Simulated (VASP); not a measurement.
# B4C3 (P-43m) in VASP: a series of runs

The runs below take B4C3 through single point, relaxation of cell and atoms, with PBE.

All numbers are computed with VASP 6.6.1; they aren't measurements. Logs are shortened: lines on timing, memory, paths and dates and some standing lists are left out, and cuts for length are marked.

## (1) The cell of the first run

It takes space group P-43m (No. 215, cubic). The conventional cell has a = 3.853 Å, b = 3.853 Å, c = 3.853 Å, α = 90.00°, β = 90.00°, γ = 90.00°. B (site symmetry 3m) has 3 C at 1.59 Å within 2.1 Å. C (site symmetry -42m) has 4 B at 1.59 Å within 2.1 Å.

The cell was built from a structure type or drawn by symmetry, and may not be a known phase.

## (2) Single point, PBE

The input, INCAR:

```
SYSTEM = B4C3
PREC = Accurate ; ENCUT = 520
EDIFF = 1E-6 ; ISMEAR = 0
SIGMA = 0.1 ; LREAL = .FALSE.
LASPH = .TRUE. ; NELM = 80
ALGO = Normal ; ISIF = 2
LWAVE = .FALSE. ; LCHARG = .TRUE.
GGA = PE ; LELF = .TRUE.
LVHAR = .TRUE. ; NBANDS = 21
```

The input, KPOINTS:

```
regular mesh
0
G
  10 10 10
  0 0 0
```

The input, POSCAR:

```
B4C3
1.0
    3.8525259292      0.0000000000      0.0000000000
    0.0000000000      3.8525259292      0.0000000000
    0.0000000000      0.0000000000      3.8525259292
B C
4 3
Direct
    0.2029570864      0.2029570864      0.7970429136
    0.7970429136      0.7970429136      0.7970429136
    0.2029570864      0.7970429136      0.2029570864
    0.7970429136      0.2029570864      0.2029570864
    0.0000000000      0.0000000000      0.5000000000
    0.5000000000      0.0000000000      0.0000000000
    0.0000000000      0.5000000000      0.0000000000
```

Potentials or basis: VASP PAW PBE potentials, release 64 (B, C).

Command:

```bash
$ cat potpaw_PBE.64/B/POTCAR potpaw_PBE.64/C/POTCAR > POTCAR
$ mpirun -np 1 vasp_std > vasp.out
```

OUTCAR:

```text
SYSTEM = B4C3
   PREC = Accurate
   ENCUT = 520
   EDIFF = 1E-6
   ISMEAR = 0
   LREAL = .FALSE.
   LASPH = .TRUE.
   NELM = 80
   ISIF = 2
   GGA = PE

 ion  position               nearest neighbor table
   1  0.203  0.203  0.797-   5 1.59   6 1.59   7 1.59
   2  0.797  0.797  0.797-   5 1.59   6 1.59   7 1.59
   3  0.203  0.797  0.203-   5 1.59   6 1.59   7 1.59
   4  0.797  0.203  0.203-   5 1.59   6 1.59   7 1.59
   5  0.000  0.000  0.500-   1 1.59   2 1.59   3 1.59   4 1.59
   6  0.500  0.000  0.000-   1 1.59   2 1.59   3 1.59   4 1.59
   7  0.000  0.500  0.000-   1 1.59   2 1.59   3 1.59   4 1.59

  LATTYP: Found a simple cubic cell.
 ALAT       =     3.8525259292

  Lattice vectors:

 A1 = (   3.8525259292,   0.0000000000,   0.0000000000)
 A2 = (   0.0000000000,   3.8525259292,   0.0000000000)
 A3 = (   0.0000000000,   0.0000000000,   3.8525259292)

Analysis of symmetry for initial positions (statically):
=====================================================================
 Subroutine PRICEL returns:
 Original cell was already a primitive cell.

 Routine SETGRP: Setting up the symmetry group for a
 simple cubic supercell.

 Subroutine GETGRP returns: Found 24 space group operations
 (whereof 24 operations were pure point group operations)
 out of a pool of 48 trial point group operations.

The static configuration has the point symmetry T_d .

Analysis of symmetry for dynamics (positions and initial velocities):
=====================================================================
 Subroutine PRICEL returns:
 Original cell was already a primitive cell.

 Routine SETGRP: Setting up the symmetry group for a
 simple cubic supercell.

 Subroutine GETGRP returns: Found 24 space group operations
 (whereof 24 operations were pure point group operations)
 out of a pool of 48 trial point group operations.

The dynamic configuration has the point symmetry T_d .

 Subroutine INISYM returns: Found 24 space group operations
 (whereof 24 operations are pure point group operations),
 and found     1 'primitive' translations

----------------------------------------------------------------------------------------

                                     Primitive cell

  volume of cell :      57.1790

  direct lattice vectors                    reciprocal lattice vectors
     3.852525929  0.000000000  0.000000000     0.259569960  0.000000000  0.000000000
     0.000000000  3.852525929  0.000000000     0.000000000  0.259569960  0.000000000
     0.000000000  0.000000000  3.852525929     0.000000000  0.000000000  0.259569960

  length of vectors
     3.852525929  3.852525929  3.852525929     0.259569960  0.259569960  0.259569960

  position of ions in fractional coordinates (direct lattice)
     0.202957086  0.202957086  0.797042914
     0.797042914  0.797042914  0.797042914
     0.202957086  0.797042914  0.202957086
     0.797042914  0.202957086  0.202957086
     0.000000000  0.000000000  0.500000000
     0.500000000  0.000000000  0.000000000
     0.000000000  0.500000000  0.000000000

  ion indices of the primitive-cell ions
   primitive index   ion index
                 1           1
                 2           2
                 3           3
                 4           4
                 5           5
                 6           6
                 7           7

----------------------------------------------------------------------------------------

 KPOINTS: regular mesh

Automatic generation of k-mesh.
 Grid dimensions read from file:
 generate k-points for:   10   10   10

 Generating k-lattice:

  Cartesian coordinates                     Fractional coordinates (reciprocal lattice)
     0.025956996  0.000000000  0.000000000     0.100000000  0.000000000  0.000000000
     0.000000000  0.025956996  0.000000000     0.000000000  0.100000000  0.000000000
     0.000000000  0.000000000  0.025956996     0.000000000  0.000000000  0.100000000

  Length of vectors
     0.025956996  0.025956996  0.025956996

  Shift w.r.t. Gamma in fractional coordinates (k-lattice)
     0.000000000  0.000000000  0.000000000

 Subroutine IBZKPT returns following result:
 ===========================================

 Found     56 irreducible k-points:

 Following reciprocal coordinates:
            Coordinates               Weight
  0.000000  0.000000  0.000000      1.000000
  0.100000  0.000000  0.000000      6.000000
  0.200000  0.000000  0.000000      6.000000
  0.300000  0.000000  0.000000      6.000000
  0.400000  0.000000  0.000000      6.000000
  0.500000  0.000000  0.000000      3.000000
[... 16 lines left out ...]
  0.200000  0.100000  0.100000     24.000000
  0.300000  0.100000  0.100000     24.000000
 [... further k-points ...]
   k-points           NKPTS =     56   k-points in BZ     NKDIM =     56   number of bands    NBANDS=     21
   number of dos      NEDOS =    301   number of ions     NIONS =      7
   total plane-waves  NPLWV =  27000
   dimension x,y,z NGX =    30 NGY =   30 NGZ =   30
   dimension x,y,z NGXF=    60 NGYF=   60 NGZF=   60
   ions per type =               4   3
   NGX,Y,Z   is equivalent  to a cutoff of  12.95, 12.95, 12.95 a.u.
   NGXF,Y,Z  is equivalent  to a cutoff of  25.89, 25.89, 25.89 a.u.
 SYSTEM =  B4C3
   PREC   = accura    normal or accurate (medium, high low for compatibility)
   ISTART =      0    job   : 0-new  1-cont  2-samecut
   ICHARG =      2    charge: 1-file 2-atom 10-const
   ISPIN  =      1    spin polarized calculation?
   LNONCOLLINEAR =      F non collinear calculations
   LSORBIT =      F    spin-orbit coupling
   LASPH  =      T    aspherical Exc in radial PAW
   ENCUT  =  520.0 eV  38.22 Ry    6.18 a.u.   7.16  7.16  7.16*2*pi/ulx,y,z
   NELM   =     80;   NELMIN=  2; NELMDL= -5     # of ELM steps
   EDIFF  = 0.1E-05   stopping-criterion for ELM
   LREAL  =      F    real-space projection
   EDIFFG = 0.1E-04   stopping-criterion for IOM
   NSW    =      0    number of steps for IOM
   IBRION =     -1    ionic relax: 0-MD 1-quasi-New 2-CG
   NFREE  =      0    steps in history (QN), initial steepest desc. (CG)
   ISIF   =      2    stress and relaxation
   ISYM   =      2    0-nonsym 1-usesym 2-fastsym
   POTIM  = 0.5000    time-step for ionic-motion
   TEBEG  =    0.0;   TEEND  =   0.0 temperature during run
   PSTRESS=    0.0 pullay stress
   NELECT =      24.0000    total number of electrons
   NUPDOWN=      -1.0000    fix difference up-down
   EMIN   =  10.00;   EMAX   =-10.00  energy-range for DOS
   EFERMI =   0.00;   METHOD = LEGACY
   ISMEAR =     0;   SIGMA  =   0.10  broadening in eV -4-tet -1-fermi 0-gaus
   EFERMI_NEDOS =   21; number of points for ismear=-14 and -15
   IALGO  =     38    algorithm
   IMIX   =      4    mixing-type and parameters
     AMIX     =   0.40;   BMIX     =  1.00
     AMIX_MAG =   1.60;   BMIX_MAG =  1.00
  volume/ion in A,a.u.               =       8.17        55.12
  Fermi-wavevector in a.u.,A,eV,Ry     =   1.225744  2.316320 20.442041  1.502448
  Thomas-Fermi vector in A             =   2.360770
   LORBIT       =      0    0 simple, 1 ext, 2 COOP (PROOUT), +10 PAW based schemes
   GGA     = PE    functional components
   LHFCALC =     F    Hartree Fock is set to
   AEXX    =    0.0000 exact exchange contribution
   IVDW    =     0    specifies the selected vdW correction
   LEPSILON=     F    determine dielectric tensor
   LRPA    =     F    only Hartree local field effects (RPA)
 non-spin polarized calculation
 Gauss-broadening in eV      SIGMA  =   0.10
  energy-cutoff  :      520.00
  volume of cell :       57.18
 maximum number of plane-waves:      1568
 NGX is ok and might be reduce to    30
   NGX = 15   NGY = 15   NGZ = 15

 number of electron      23.9999998 magnetization

 Free energy of the ion-electron system (eV)
  ---------------------------------------------------
  ext. energy  EPLUGINS =         0.00000000
  ---------------------------------------------------
  free energy    TOTEN  =       -52.35139695 eV

  energy without entropy =      -52.34568472  energy(sigma->0) =      -52.34854083

 E-fermi :   4.1181     XC(G=0): -10.9314

 val. band max:        4.0957362512   @ k =   0.5000   0.3000   0.3000
 cond. band min:       4.1974999795   @ k =   0.5000   0.4000   0.3000
 fundamental gap:      0.1017637284
 Fermi energy:         4.1181401136

 k-point     1 :       0.0000    0.0000    0.0000
  band No.  band energies     occupation
      1     -11.7417      2.00000
      2      -6.0506      2.00000
      3      -6.0506      2.00000
      4      -3.0908      2.00000
      5      -3.0908      2.00000
      6      -3.0908      2.00000
[... 13 lines left out ...]
     20      12.1338      0.00000
     21      12.7292      0.00000

 k-point     2 :       0.1000    0.0000    0.0000
  band No.  band energies     occupation
      1     -11.6776      2.00000
      2      -6.3586      2.00000
      3      -6.0269      2.00000
      4      -3.0458      2.00000
      5      -3.0458      2.00000
      6      -2.9126      2.00000
[... 13 lines left out ...]
     20      12.2247      0.00000
     21      12.9815      0.00000

 k-point     3 :       0.2000    0.0000    0.0000
  band No.  band energies     occupation
      1     -11.4908      2.00000
      2      -7.0519      2.00000
      3      -5.9629      2.00000
      4      -2.9188      2.00000
      5      -2.9188      2.00000
      6      -2.5415      2.00000
[... 13 lines left out ...]
     20      12.8518      0.00000
     21      13.5428      0.00000

 k-point     4 :       0.3000    0.0000    0.0000
  band No.  band energies     occupation
      1     -11.2036      2.00000
      2      -7.8228      2.00000
      3      -5.8800      2.00000
      4      -2.7389      2.00000
      5      -2.7389      2.00000
      6      -2.1409      2.00000
[... 13 lines left out ...]
     20      13.9438      0.00000
     21      14.2252      0.00000

 k-point     5 :       0.4000    0.0000    0.0000
  band No.  band energies     occupation
      1     -10.8836      2.00000
      2      -8.4682      2.00000
      3      -5.8095      2.00000
      4      -2.5663      2.00000
      5      -2.5663      2.00000
      6      -1.7900      2.00000
[... 13 lines left out ...]
     20      15.2157      0.00000
     21      15.2157      0.00000

 k-point     6 :       0.5000    0.0000    0.0000
  band No.  band energies     occupation
      1     -10.7177      2.00000
      2      -8.7474      2.00000
      3      -5.7818      2.00000
      4      -2.4913      2.00000
      5      -2.4913      2.00000
      6      -1.6327      2.00000
[... 13 lines left out ...]
     20      16.0424      0.00000
     21      16.0424      0.00000

 k-point     7 :       0.1000    0.1000    0.0000
  band No.  band energies     occupation
      1     -11.6134      2.00000
      2      -6.4545      2.00000
      3      -6.1855      2.00000
      4      -3.2351      2.00000
      5      -3.0004      2.00000
      6      -2.4998      2.00000
[... 13 lines left out ...]
     20      12.3950      0.00000
     21      13.1900      0.00000
[... 291 lines left out ...]
      1      -9.7253      2.00000
      2      -8.3434      2.00000
      3      -7.9401      2.00000
      4      -3.1413      2.00000
      5      -2.8325      2.00000
      6      -1.8750      2.00000
[... 13 lines left out ...]
     20      15.4298      0.00000
     21      17.1424      0.00000

 k-point    21 :       0.5000    0.5000    0.0000
  band No.  band energies     occupation
      1      -9.4748      2.00000
      2      -8.2924      2.00000
      3      -8.2924      2.00000
      4      -3.1190      2.00000
      5      -3.0169      2.00000
      6      -1.7785      2.00000
[... 13 lines left out ...]
     20      15.7135      0.00000
     21      17.7437      0.00000

 k-point    22 :       0.1000    0.1000    0.1000
  band No.  band energies     occupation
      1     -11.5492      2.00000
      2      -6.4269      2.00000
      3      -6.4269      2.00000
      4      -3.5679      2.00000
      5      -2.4601      2.00000
      6      -2.4601      2.00000
[... 13 lines left out ...]
     20      12.7752      0.00000
     21      13.5088      0.00000

 k-point    23 :       0.2000    0.1000    0.1000
  band No.  band energies     occupation
      1     -11.3618      2.00000
      2      -7.0345      2.00000
      3      -6.3521      2.00000
      4      -3.6865      2.00000
      5      -2.3480      2.00000
      6      -1.8312      2.00000
[... 13 lines left out ...]
     20      13.3115      0.00000
     21      14.0935      0.00000

 k-point    24 :       0.3000    0.1000    0.1000
  band No.  band energies     occupation
      1     -11.0730      2.00000
      2      -7.7637      2.00000
      3      -6.2541      2.00000
      4      -3.5954      2.00000
      5      -2.1864      2.00000
      6      -1.3169      2.00000
[... 13 lines left out ...]
     20      13.8440      0.00000
     21      15.0101      0.00000

 [... further k-points ...]
[... 5 lines left out ...]
  --------------------------------------------------------------------------------------
  -------------------------------------------------------------------------------------
  Total        0.0482137      0.0482137      0.0482137     -0.0000000     -0.0000000      0.0000000
  in kB        1.3509667      1.3509667      1.3509667     -0.0000000     -0.0000000      0.0000000
  external PRESSURE =       1.3509667 kB  Pullay stress =       0.0000000 kB

 VOLUME and BASIS-vectors are now :
 -----------------------------------------------------------------------------
  energy-cutoff  :      520.00
  volume of cell :       57.18
      direct lattice vectors                 reciprocal lattice vectors
     3.852525929  0.000000000  0.000000000     0.259569960  0.000000000  0.000000000
     0.000000000  3.852525929  0.000000000     0.000000000  0.259569960  0.000000000
     0.000000000  0.000000000  3.852525929     0.000000000  0.000000000  0.259569960

 POSITION                                       TOTAL-FORCE (eV/Angst)
 -----------------------------------------------------------------------------------
      0.78190      0.78190      3.07063         0.003696      0.003696     -0.003696
      3.07063      3.07063      3.07063        -0.003696     -0.003696     -0.003696
      0.78190      3.07063      0.78190         0.003696     -0.003696      0.003696
      3.07063      0.78190      0.78190        -0.003696      0.003696      0.003696
      0.00000      0.00000      1.92626        -0.000000      0.000000     -0.000000
      1.92626      0.00000      0.00000        -0.000000     -0.000000     -0.000000
      0.00000      1.92626      0.00000        -0.000000     -0.000000     -0.000000
 -----------------------------------------------------------------------------------
    total drift:                                0.000000      0.000000      0.000000

  FREE ENERGIE OF THE ION-ELECTRON SYSTEM (eV)
  ---------------------------------------------------
  free  energy   TOTEN  =       -52.3513969453 eV

  energy  without entropy=      -52.3456847226  energy(sigma->0) =      -52.34854083
```

It took 26 s on 1 thread of Intel Xeon 6975P-C (Granite Rapids), shared host; peak memory 0.19 GiB.

What came out:

- Free energy: -52.3514 eV
- Pressure: 0.1 GPa
- Largest force: 0.006 eV/Å
- Band gap on the k mesh: zero (bands 12 and 13 overlap by 2.24 eV)

Forces in eV/Å, atoms in the order of the input:
```
B    0.004  0.004 -0.004
B   -0.004 -0.004 -0.004
B    0.004 -0.004  0.004
B   -0.004  0.004  0.004
C    0.000  0.000  0.000
C    0.000  0.000  0.000
C    0.000  0.000  0.000
```

(Part 1 of 2 ends here.)
